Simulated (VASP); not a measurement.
**Ag: single point with PBE**

Crystal: Ag.

```
Ag
1.0
    -1.62865    1.62865    1.62865
     1.62865   -1.62865    1.62865
     1.62865    1.62865   -1.62865
Ag
1
Cartesian
  0.0000 0.0000 0.0000
```

This isn't the form of Ag at room conditions, which is fcc.

```yaml
Program: VASP 6.6.1
Task: single point
Functional: PBE
Potentials_or_basis: VASP PAW PBE potentials, release 64 (Ag)
Cutoff: 520 eV
k_mesh: 23 × 23 × 23
Occupations: fermi-dirac, width 0.0612256 eV
Spin: no spin polarisation
```

```yaml
Pressure: 3.7 GPa
Band_gap_on_the_k_mesh: zero (an odd number of electrons rules out a gap without spin polarisation)
```

Levels at points of the mesh, in eV from the Fermi level:
```tsv
k point	band 3	band 4	band 5	band 6	band 7	band 8	band 9	band 10
(0.00, 0.00, 0.00)	-4.91	-4.91	-3.61	-3.61	17.90	17.90	17.90	24.02
```

Wall time 95 s on 1 thread of Intel Xeon 8259CL (shared host), peak memory 0.2 GiB.

Caveat: the cell stands under pressure.
